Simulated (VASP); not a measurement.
# Re (Fm-3m) in VASP: a series of runs

Runs on Re. Level: LDA. Tasks: single point.

Everything below comes from runs of VASP 6.6.1. Logs are shortened: lines on timing, memory, paths and dates and some standing lists are left out, and cuts for length are marked.

## (1) The cell of the first run

It takes space group Fm-3m (No. 225, cubic). Conventional cell: a = 3.860 Å, b = 3.860 Å, c = 3.860 Å, α = 90.00°, β = 90.00°, γ = 90.00°. Re (site symmetry m-3m) has 12 Re at 2.73 Å within 3.6 Å.

This isn't the form of Re at room conditions, which is hcp.

## (2) Single point, LDA

Input file INCAR:

```
SYSTEM = Re
ALGO = Normal ; EDIFF = 1E-6
ENCUT = 560 ; GGA_COMPAT = .False.
ISIF = 2 ; ISMEAR = 0
LASPH = .True. ; LCHARG = .True.
LELF = .True. ; LREAL = .False.
LVHAR = .True. ; LWAVE = .False.
NBANDS = 14 ; NELM = 120
PREC = Accurate ; SIGMA = 0.05
```

Input file KPOINTS:

```
k-points
0
Gamma
  10 10 10
  0 0 0
```

Input file POSCAR:

```
Re
1.0
    0.0000000000      1.9302359518      1.9302359518
    1.9302359518      0.0000000000      1.9302359518
    1.9302359518      1.9302359518      0.0000000000
Re
1
Direct
    0.0000000000      0.0000000000      0.0000000000
```

Potentials or basis: VASP PAW LDA potentials, release 64 (Re_sv_GW).

Run with:

```bash
> cat potpaw_LDA.64/Re_sv_GW/POTCAR > POTCAR
> mpirun -np 1 vasp_std > vasp.out
```

OUTCAR:

```text
SYSTEM = Re
   EDIFF = 1E-6
   ENCUT = 560
   ISIF = 2
   ISMEAR = 0
   LASPH = .True.
   LREAL = .False.
   NELM = 120
   PREC = Accurate

 ion  position               nearest neighbor table
   1  0.000  0.000  0.000-

  LATTYP: Found a face centered cubic cell.
 ALAT       =     3.8604719036

  Lattice vectors:

 A1 = (   0.0000000000,   1.9302359518,   1.9302359518)
 A2 = (   1.9302359518,   0.0000000000,   1.9302359518)
 A3 = (   1.9302359518,   1.9302359518,   0.0000000000)

Analysis of symmetry for initial positions (statically):
=====================================================================
 Subroutine PRICEL returns:
 Original cell was already a primitive cell.

 Routine SETGRP: Setting up the symmetry group for a
 face centered cubic supercell.

 Subroutine GETGRP returns: Found 48 space group operations
 (whereof 48 operations were pure point group operations)
 out of a pool of 48 trial point group operations.

The static configuration has the point symmetry O_h .

Analysis of symmetry for dynamics (positions and initial velocities):
=====================================================================
 Subroutine PRICEL returns:
 Original cell was already a primitive cell.

 Routine SETGRP: Setting up the symmetry group for a
 face centered cubic supercell.

 Subroutine GETGRP returns: Found 48 space group operations
 (whereof 48 operations were pure point group operations)
 out of a pool of 48 trial point group operations.

The dynamic configuration has the point symmetry O_h .

 Subroutine INISYM returns: Found 48 space group operations
 (whereof 48 operations are pure point group operations),
 and found     1 'primitive' translations

----------------------------------------------------------------------------------------

                                     Primitive cell

  volume of cell :      14.3834

  direct lattice vectors                    reciprocal lattice vectors
     0.000000000  1.930235952  1.930235952    -0.259035689  0.259035689  0.259035689
     1.930235952  0.000000000  1.930235952     0.259035689 -0.259035689  0.259035689
     1.930235952  1.930235952  0.000000000     0.259035689  0.259035689 -0.259035689

  length of vectors
     2.729765862  2.729765862  2.729765862     0.448662975  0.448662975  0.448662975

  position of ions in fractional coordinates (direct lattice)
     0.000000000  0.000000000  0.000000000

  ion indices of the primitive-cell ions
   primitive index   ion index
                 1           1

----------------------------------------------------------------------------------------

 KPOINTS: k-points

Automatic generation of k-mesh.
 Grid dimensions read from file:
 generate k-points for:   10   10   10

 Generating k-lattice:

  Cartesian coordinates                     Fractional coordinates (reciprocal lattice)
    -0.025903569  0.025903569  0.025903569     0.100000000  0.000000000  0.000000000
     0.025903569 -0.025903569  0.025903569     0.000000000  0.100000000  0.000000000
     0.025903569  0.025903569 -0.025903569     0.000000000  0.000000000  0.100000000

  Length of vectors
     0.044866297  0.044866297  0.044866297

  Shift w.r.t. Gamma in fractional coordinates (k-lattice)
     0.000000000  0.000000000  0.000000000

 Subroutine IBZKPT returns following result:
 ===========================================

 Found     47 irreducible k-points:

 Following reciprocal coordinates:
            Coordinates               Weight
  0.000000  0.000000  0.000000      1.000000
  0.100000  0.000000  0.000000      8.000000
  0.200000  0.000000  0.000000      8.000000
  0.300000  0.000000  0.000000      8.000000
  0.400000  0.000000  0.000000      8.000000
  0.500000  0.000000  0.000000      4.000000
[... 16 lines left out ...]
  0.300000  0.300000  0.000000      6.000000
  0.400000  0.300000  0.000000     24.000000
 [... further k-points ...]
   k-points           NKPTS =     47   k-points in BZ     NKDIM =     47   number of bands    NBANDS=     14
   number of dos      NEDOS =    301   number of ions     NIONS =      1
   total plane-waves  NPLWV =  13824
   dimension x,y,z NGX =    24 NGY =   24 NGZ =   24
   dimension x,y,z NGXF=    48 NGYF=   48 NGZF=   48
   ions per type =               1
   NGX,Y,Z   is equivalent  to a cutoff of  14.62, 14.62, 14.62 a.u.
   NGXF,Y,Z  is equivalent  to a cutoff of  29.23, 29.23, 29.23 a.u.
 SYSTEM =  Re
   PREC   = accura    normal or accurate (medium, high low for compatibility)
   ISTART =      0    job   : 0-new  1-cont  2-samecut
   ICHARG =      2    charge: 1-file 2-atom 10-const
   ISPIN  =      1    spin polarized calculation?
   LNONCOLLINEAR =      F non collinear calculations
   LSORBIT =      F    spin-orbit coupling
   LASPH  =      T    aspherical Exc in radial PAW
   ENCUT  =  560.0 eV  41.16 Ry    6.42 a.u.   5.27  5.27  5.27*2*pi/ulx,y,z
   NELM   =    120;   NELMIN=  2; NELMDL= -5     # of ELM steps
   EDIFF  = 0.1E-05   stopping-criterion for ELM
   LREAL  =      F    real-space projection
   EDIFFG = 0.1E-04   stopping-criterion for IOM
   NSW    =      0    number of steps for IOM
   IBRION =     -1    ionic relax: 0-MD 1-quasi-New 2-CG
   NFREE  =      0    steps in history (QN), initial steepest desc. (CG)
   ISIF   =      2    stress and relaxation
   ISYM   =      2    0-nonsym 1-usesym 2-fastsym
   POTIM  = 0.5000    time-step for ionic-motion
   TEBEG  =    0.0;   TEEND  =   0.0 temperature during run
   PSTRESS=    0.0 pullay stress
   NELECT =      15.0000    total number of electrons
   NUPDOWN=      -1.0000    fix difference up-down
   EMIN   =  10.00;   EMAX   =-10.00  energy-range for DOS
   EFERMI =   0.00;   METHOD = LEGACY
   ISMEAR =     0;   SIGMA  =   0.05  broadening in eV -4-tet -1-fermi 0-gaus
   EFERMI_NEDOS =   21; number of points for ismear=-14 and -15
   IALGO  =     38    algorithm
   IMIX   =      4    mixing-type and parameters
     AMIX     =   0.40;   BMIX     =  1.00
     AMIX_MAG =   1.60;   BMIX_MAG =  1.00
  volume/ion in A,a.u.               =      14.38        97.06
  Fermi-wavevector in a.u.,A,eV,Ry     =   1.660166  3.137259 37.499713  2.756151
  Thomas-Fermi vector in A             =   2.747449
   LORBIT       =      0    0 simple, 1 ext, 2 COOP (PROOUT), +10 PAW based schemes
   GGA     = CA    functional components
   LHFCALC =     F    Hartree Fock is set to
   AEXX    =    0.0000 exact exchange contribution
   IVDW    =     0    specifies the selected vdW correction
   LEPSILON=     F    determine dielectric tensor
   LRPA    =     F    only Hartree local field effects (RPA)
 non-spin polarized calculation
 Gauss-broadening in eV      SIGMA  =   0.05
  energy-cutoff  :      560.00
  volume of cell :       14.38
 maximum number of plane-waves:       444
 NGX is ok and might be reduce to    24
   NGX = 11   NGY = 11   NGZ = 11

 number of electron      14.9999999 magnetization

 Free energy of the ion-electron system (eV)
  ---------------------------------------------------
  ext. energy  EPLUGINS =         0.00000000
  ---------------------------------------------------
  free energy    TOTEN  =       -15.31505287 eV

  energy without entropy =      -15.31195837  energy(sigma->0) =      -15.31350562

 E-fermi :  13.4693     XC(G=0): -14.5571

 val. band max:       13.4632973489   @ k =  -0.3000   0.3000   0.1000
 cond. band min:      13.4752826735   @ k =  -0.3000   0.3000   0.0000
 fundamental gap:      0.0119853247
 Fermi energy:        13.4692584271

 k-point     1 :       0.0000    0.0000    0.0000
  band No.  band energies     occupation
      1     -66.2603      2.00000
      2     -27.6756      2.00000
      3     -27.6756      2.00000
      4     -27.6756      2.00000
      5       3.2511      2.00000
      6      11.4623      2.00000
      7      11.4623      2.00000
      8      11.4623      2.00000
      9      14.7427      0.00000
     10      14.7427      0.00000
     11      26.5686      0.00000
     12      32.1974      0.00000
     13      32.1974      0.00000
     14      32.1974      0.00000

 k-point     2 :       0.1000    0.0000    0.0000
  band No.  band energies     occupation
      1     -66.2482      2.00000
      2     -27.8124      2.00000
      3     -27.6936      2.00000
      4     -27.6936      2.00000
      5       3.7274      2.00000
      6      11.1562      2.00000
      7      11.6721      2.00000
      8      11.6721      2.00000
      9      14.5761      0.00000
     10      14.5761      0.00000
     11      27.4575      0.00000
     12      30.5907      0.00000
     13      33.0652      0.00000
     14      33.0652      0.00000

 k-point     3 :       0.2000    0.0000    0.0000
  band No.  band energies     occupation
      1     -66.2151      2.00000
      2     -28.1590      2.00000
      3     -27.7388      2.00000
      4     -27.7388      2.00000
      5       4.9418      2.00000
      6      10.6638      2.00000
      7      11.9768      2.00000
      8      11.9768      2.00000
      9      14.5485      0.00000
     10      14.5485      0.00000
     11      27.8445      0.00000
     12      30.0835      0.00000
     13      35.4396      0.00000
     14      35.4396      0.00000
[... 324 lines left out ...]
 k-point    23 :       0.3000    0.3000    0.0000
  band No.  band energies     occupation
      1     -66.1455      2.00000
      2     -28.5260      2.00000
      3     -27.9962      2.00000
      4     -27.9962      2.00000
      5       6.8908      2.00000
      6       8.4335      2.00000
      7      12.3395      2.00000
      8      14.7861      0.00000
      9      14.7861      0.00000
     10      16.3286      0.00000
     11      31.0826      0.00000
     12      31.0826      0.00000
     13      32.0086      0.00000
     14      35.0884      0.00000

 k-point    24 :       0.4000    0.3000    0.0000
  band No.  band energies     occupation
      1     -66.1192      2.00000
      2     -28.6980      2.00000
      3     -28.0934      2.00000
      4     -28.0502      2.00000
      5       7.1630      2.00000
      6       8.1782      2.00000
      7      12.4837      2.00000
      8      15.0397      0.00000
      9      16.7957      0.00000
     10      17.2372      0.00000
     11      27.7075      0.00000
     12      29.6606      0.00000
     13      31.3272      0.00000
     14      35.6267      0.00000

 [... further k-points ...]

------------------------ aborting loop because EDIFF is reached ----------------------------------------

  FORCE on cell =-STRESS in cart. coord.  units (eV):
  Direction    XX          YY          ZZ          XY          YZ          ZX
  --------------------------------------------------------------------------------------
  -------------------------------------------------------------------------------------
  Total        0.0135697      0.0135697      0.0135697     -0.0000000     -0.0000000     -0.0000000
  in kB        1.5115379      1.5115379      1.5115379     -0.0000000     -0.0000000     -0.0000000
  external PRESSURE =       1.5115379 kB  Pullay stress =       0.0000000 kB

 VOLUME and BASIS-vectors are now :
 -----------------------------------------------------------------------------
  energy-cutoff  :      560.00
  volume of cell :       14.38
      direct lattice vectors                 reciprocal lattice vectors
     0.000000000  1.930235952  1.930235952    -0.259035689  0.259035689  0.259035689
     1.930235952  0.000000000  1.930235952     0.259035689 -0.259035689  0.259035689
     1.930235952  1.930235952  0.000000000     0.259035689  0.259035689 -0.259035689

 POSITION                                       TOTAL-FORCE (eV/Angst)
 -----------------------------------------------------------------------------------
      0.00000      0.00000      0.00000         0.000000      0.000000      0.000000
 -----------------------------------------------------------------------------------
    total drift:                               -0.000000      0.000000      0.000000

  FREE ENERGIE OF THE ION-ELECTRON SYSTEM (eV)
  ---------------------------------------------------
  free  energy   TOTEN  =       -15.3150528746 eV

  energy  without entropy=      -15.3119583715  energy(sigma->0) =      -15.31350562
```

Wall time 8.1 s (1 thread of AMD EPYC 9R45 (Zen 5), shared host); peak memory 0.11 GiB.

Results:

- Free energy: -15.3151 eV
- Pressure: 0.2 GPa
- Band gap on the k mesh: zero (an odd number of electrons rules out a gap without spin polarisation)

Caveat: spin-orbit coupling is left out, which moves the levels of the heavy elements.

## (3) Single point, LDA

This run uses another cell than the first one, of 13.90 Å³/atom.

Input file INCAR:

```
  PREC = Accurate
  ENCUT = 560
  EDIFF = 1E-6
  ISMEAR = 0
  SIGMA = 0.05
  LREAL = False
  LASPH = True
  NELM = 120
  ALGO = Normal
  ISIF = 2
  LWAVE = False
  LCHARG = False
  NBANDS = 14
  GGA_COMPAT = False
```

Input file KPOINTS:

```
Automatic mesh
0
Gamma
  10 10 10
```

Input file POSCAR:

```
Re
1.0
    0.0000000000      1.9084964836      1.9084964836
    1.9084964836      0.0000000000      1.9084964836
    1.9084964836      1.9084964836      0.0000000000
Re
1
Direct
    0.0000000000      0.0000000000      0.0000000000
```

Potentials or basis: VASP PAW LDA potentials, release 64 (Re_sv_GW).

Run with:

```bash
> cat potpaw_LDA.64/Re_sv_GW/POTCAR > POTCAR
> mpirun -np 1 vasp_std > vasp.out
```

Wall time 4.3 s (1 thread of Intel Xeon 6975P-C (Granite Rapids), shared host); peak memory 0.14 GiB.

The run converged. Its results:

```
Free energy            : -15.2884 eV
Pressure               : 15.1 GPa
Band gap on the k mesh : zero (an odd number of electrons rules out a gap without spin polarisation)
```

Levels at points of the mesh, in eV from the Fermi level:
| k point | band 4 | band 5 | band 6 | band 7 | band 8 | band 9 | band 10 | band 11 | band 12 | band 13 |
| --- | --- | --- | --- | --- | --- | --- | --- | --- | --- | --- |
| (0.00, 0.00, 0.00) | -41.07 | -10.44 | -2.10 | -2.10 | -2.10 | 1.35 | 1.35 | 13.09 | 18.91 | 18.91 |
| (0.50, 0.00, 0.00) | -41.27 | -7.28 | -2.35 | -2.35 | 0.48 | 4.16 | 4.16 | 10.86 | 12.76 | 19.83 |
| (0.50, 0.50, 0.00) | -41.61 | -7.36 | -6.44 | 3.21 | 4.10 | 5.00 | 5.00 | 12.52 | 12.52 | 14.14 |

Caveat: the cell stands under pressure; spin-orbit coupling is left out, which moves the levels of the heavy elements.

(Part 1 of 2 ends here.)
